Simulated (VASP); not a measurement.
# Li (Fm-3m) in VASP: notebook, part 2 of 2

VASP 6.6.1. Earlier steps stand in the parts before.

### Step 3. Single point, PBEsol (volume scaled by 0.96)

The input, INCAR:

```
SYSTEM = Li
PREC = Accurate
ENCUT = 750
EDIFF = 1E-6
ISMEAR = -1
SIGMA = 0.08
LREAL = .FALSE.
LASPH = .TRUE.
NELM = 120
ALGO = Normal
ISIF = 2
LWAVE = .FALSE.
LCHARG = .TRUE.
GGA = PS
LELF = .TRUE.
LVHAR = .TRUE.
NBANDS = 8
GGA_COMPAT = .FALSE.
```

The input, KPOINTS:

```
regular mesh
0
G
  13 13 13
  0 0 0
```

The input, POSCAR:

```
Li
1.0
    0.0000000000      2.1722395951      2.1722395951
    2.1722395951      0.0000000000      2.1722395951
    2.1722395951      2.1722395951      0.0000000000
Li
1
Direct
    0.0000000000      0.0000000000      0.0000000000
```

Potentials or basis: VASP PAW PBE potentials, release 64 (Li_sv).

Command:

```sh
cat potpaw_PBE.64/Li_sv/POTCAR > POTCAR
mpirun -np 1 vasp_std > vasp.out
```

Wall time 8.8 s (1 thread of Intel Xeon Platinum 8559C (Emerald Rapids), shared host); peak memory 0.15 GiB.

It converged, with:

```
Free energy : -1.9714 eV
Pressure    : -0.3 GPa
```

Levels at points of the mesh, in eV from the Fermi level:
```
           k point  band 1  band 2  band 3  band 4  band 5  band 6
(0.00, 0.00, 0.00)  -45.94   -3.57   14.24   14.24   14.24   18.07
```

Caveat: the PAW data sets were made with another functional, which shifts forces and pressure a little.

### Step 4. Single point, PBEsol (volume scaled by 0.98)

The input, INCAR:

```
SYSTEM = Li
  ALGO = Normal
  EDIFF = 1E-6
  ENCUT = 750
  GGA = PS
  GGA_COMPAT = .FALSE.
  ISIF = 2
  ISMEAR = -1
  LASPH = .TRUE.
  LCHARG = .TRUE.
  LELF = .TRUE.
  LREAL = .FALSE.
  LVHAR = .TRUE.
  LWAVE = .FALSE.
  NBANDS = 8
  NELM = 120
  PREC = Accurate
  SIGMA = 0.08
```

The input, KPOINTS:

```
k-points
0
G
  13 13 13
  0 0 0
```

The input, POSCAR:

```
Li
1.0
    0.0000000000      2.1872210312      2.1872210312
    2.1872210312      0.0000000000      2.1872210312
    2.1872210312      2.1872210312      0.0000000000
Li
1
Direct
    0.0000000000      0.0000000000      0.0000000000
```

Command:

```sh
cat potpaw_PBE.64/Li_sv/POTCAR > POTCAR
mpirun -np 1 vasp_std > vasp.out
```

Wall time 10 s (1 thread of Intel Xeon Platinum 8559C (Emerald Rapids), shared host); peak memory 0.15 GiB.

The run converged. Its results:

| Quantity | Value |
| --- | --- |
| Free energy | -1.9705 eV |
| Pressure | -0.5 GPa |

Levels at points of the mesh, in eV from the Fermi level:
```tsv
k point	band 1	band 2	band 3	band 4	band 5	band 6	band 7
(0.00, 0.00, 0.00)	-45.98	-3.54	14.04	14.04	14.04	17.83	17.83
```

Caveat: the PAW data sets were made with another functional, which shifts forces and pressure a little.

### Step 5. Single point, PBEsol (volume scaled by 1.01)

The input, INCAR:

```
PREC     = Accurate       # precision mode
ENCUT    = 750            # plane-wave cutoff, eV
EDIFF    = 1E-6           # SCF threshold, eV
ISMEAR   = -1             # smearing method
SIGMA    = 0.08           # smearing width, eV
LREAL    = F              # projectors in reciprocal space
LASPH    = T              # aspherical terms in the spheres
NELM     = 120            # most SCF steps
ALGO     = Normal         # electronic algorithm
ISIF     = 2              # what is computed and relaxed
LWAVE    = F              # write WAVECAR
LCHARG   = F              # write CHGCAR
GGA      = PS             # functional
NBANDS   = 8              # bands
GGA_COMPAT= F
```

The input, KPOINTS:

```
regular mesh
0
Gamma
  13 13 13
```

The input, POSCAR:

```
Li
1.0
    0.0000000000      2.2093156684      2.2093156684
    2.2093156684      0.0000000000      2.2093156684
    2.2093156684      2.2093156684      0.0000000000
Li
1
Direct
    0.0000000000      0.0000000000      0.0000000000
```

Potentials or basis: VASP PAW PBE potentials, release 64 (Li_sv).

Command:

```sh
cat potpaw_PBE.64/Li_sv/POTCAR > POTCAR
mpirun -np 1 vasp_std > vasp.out
```

OUTCAR:

```text
PREC = Accurate
   ENCUT = 750
   EDIFF = 1E-6
   ISMEAR = -1
   LREAL = F
   LASPH = T
   NELM = 120
   ISIF = 2
   GGA = PS

 ion  position               nearest neighbor table
   1  0.000  0.000  0.000-

  LATTYP: Found a face centered cubic cell.
 ALAT       =     4.4186313368

  Lattice vectors:

 A1 = (   0.0000000000,   2.2093156684,   2.2093156684)
 A2 = (   2.2093156684,   0.0000000000,   2.2093156684)
 A3 = (   2.2093156684,   2.2093156684,   0.0000000000)

[... 440 lines left out ...]
      8      19.5854      0.00000

 [... further k-points ...]

------------------------ aborting loop because EDIFF is reached ----------------------------------------

  FORCE on cell =-STRESS in cart. coord.  units (eV):
  Direction    XX          YY          ZZ          XY          YZ          ZX
  --------------------------------------------------------------------------------------
  -------------------------------------------------------------------------------------
  Total       -0.1188882     -0.1188882     -0.1188882      0.0000000      0.0000000      0.0000000
  in kB       -8.8317320     -8.8317320     -8.8317320      0.0000000      0.0000000      0.0000000
  external PRESSURE =      -8.8317320 kB  Pullay stress =       0.0000000 kB

 VOLUME and BASIS-vectors are now :
 -----------------------------------------------------------------------------
  energy-cutoff  :      750.00
  volume of cell :       21.57
      direct lattice vectors                 reciprocal lattice vectors
     0.000000000  2.209315668  2.209315668    -0.226314423  0.226314423  0.226314423
     2.209315668  0.000000000  2.209315668     0.226314423 -0.226314423  0.226314423
     2.209315668  2.209315668  0.000000000     0.226314423  0.226314423 -0.226314423

 POSITION                                       TOTAL-FORCE (eV/Angst)
 -----------------------------------------------------------------------------------
      0.00000      0.00000      0.00000        -0.000000     -0.000000     -0.000000
 -----------------------------------------------------------------------------------
    total drift:                               -0.000000     -0.000000     -0.000000

  FREE ENERGIE OF THE ION-ELECTRON SYSTEM (eV)
  ---------------------------------------------------
  free  energy   TOTEN  =        -1.9680874470 eV

  energy  without entropy=       -1.9555747801  energy(sigma->0) =       -1.96183111
```

stdout:

```text
POSCAR found type information on POSCAR Li
 POSCAR found :  1 types and       1 ions
 scaLAPACK will be used
 -----------------------------------------------------------------------------
|                                                                             |
|                                                                             |
|     You enforced a specific xc type in the INCAR file but a different       |
|     I HOPE YOU KNOW WHAT YOU ARE DOING!                                     |
|                                                                             |
 -----------------------------------------------------------------------------

 LDA part: xc-table for (Slater+PW92), standard interpolation
 POSCAR, INCAR and KPOINTS ok, starting setup
 FFT: planning ... GRIDC
 FFT: planning ... GRID_SOFT
 FFT: planning ... GRID
 WAVECAR not read
 entering main loop
```

Wall time 8 s (1 thread of Intel Xeon Platinum 8559C (Emerald Rapids), shared host); peak memory 0.15 GiB.

Results:

```
Free energy : -1.9681 eV
Pressure    : -0.9 GPa
```

Levels at points of the mesh, in eV from the Fermi level:
| k point | band 1 | band 2 | band 3 | band 4 | band 5 | band 6 | band 7 |
| --- | --- | --- | --- | --- | --- | --- | --- |
| (0.00, 0.00, 0.00) | -46.03 | -3.50 | 13.75 | 13.75 | 13.75 | 17.49 | 17.49 |

Caveat: the PAW data sets were made with another functional, which shifts forces and pressure a little.

### Step 6. The runs side by side

```csv
cell,gap on the mesh (eV),pressure (GPa)
"a = 3.051 Å, angles 60.0°, 1 atom",none,0.0
"a = 3.072 Å, angles 60.0°, 1 atom",none,-0.3
"a = 3.093 Å, angles 60.0°, 1 atom",none,-0.5
"a = 3.124 Å, angles 60.0°, 1 atom",none,-0.9
```

Alike in all rows: task single point; level PBEsol; potentials or basis VASP PAW PBE potentials, release 64 (Li_sv); no spin polarisation; k mesh 13 × 13 × 13; cutoff (eV) 750; smearing fermi-dirac 0.08 eV.

Caveats: the PAW data sets were made with another functional, which shifts forces and pressure a little.

Total energies depend on the potentials used, so only differences within one code and one set of settings carry meaning.
